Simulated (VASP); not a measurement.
Here is a VASP 6.6.1 calculation.

Contents of INCAR:

```
PREC = Accurate
ENCUT = 500
EDIFF = 1E-6
ISMEAR = -1
SIGMA = 0.02
LREAL = False
LASPH = True
NELM = 120
ALGO = Normal
ISIF = 2
LWAVE = False
LCHARG = False
GGA = PE
NBANDS = 15
GGA_COMPAT = False
```

Contents of KPOINTS:

```
Automatic mesh
0
Gamma
  7 7 7
```

POSCAR

```
KCl
1.0
    3.6218460631      0.0000000000      0.0000000000
    0.0000000000      3.6218460631      0.0000000000
    0.0000000000      0.0000000000      3.6218460631
K Cl
1 1
Direct
    0.0000000000      0.0000000000      0.0000000000
    0.5000000000      0.5000000000      0.5000000000
```

Potentials or basis: VASP PAW PBE potentials, release 64 (K_sv, Cl).

The run is started by

```sh
$ cat potpaw_PBE.64/K_sv/POTCAR potpaw_PBE.64/Cl/POTCAR > POTCAR
$ mpirun -np 1 vasp_std > vasp.out
```

Task: What does it give for the pressure?

Result: 4.9 GPa.

Task: Predict the band gap on the k mesh.

Result: 5.67 eV (least direct gap 5.87 eV).

Caveat: the cell stands under pressure; an odd mesh through Γ misses points on the zone boundary, where band edges can lie.
